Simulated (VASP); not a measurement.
The system is AlRu.

```
CELL_PARAMETERS angstrom
2.99160 0.00000 0.00000
0.00000 2.99160 0.00000
0.00000 0.00000 2.99160
ATOMIC_POSITIONS crystal
Al 0.00000 0.00000 0.00000
Ru 0.50000 0.50000 0.50000
```

Base run:

| Property | Result |
| --- | --- |
| Program | VASP 6.6.1 |
| Functional | BLYP |
| Potentials or basis | VASP PAW PBE potentials, release 64 (Al, Ru_pv) |
| Cutoff | 500 eV |
| k mesh | 9 × 9 × 9 |
| Occupations | methfessel-paxton, width 0.1 eV |
| Spin | no spin polarisation |

Its results: pressure 9.6 GPa.

The run is repeated on the same cell with these changes: functional from BLYP to revPBE. What comes out?

Pressure 4.9 GPa.

Caveats: the PAW data sets were made with another functional, which shifts forces and pressure a little.
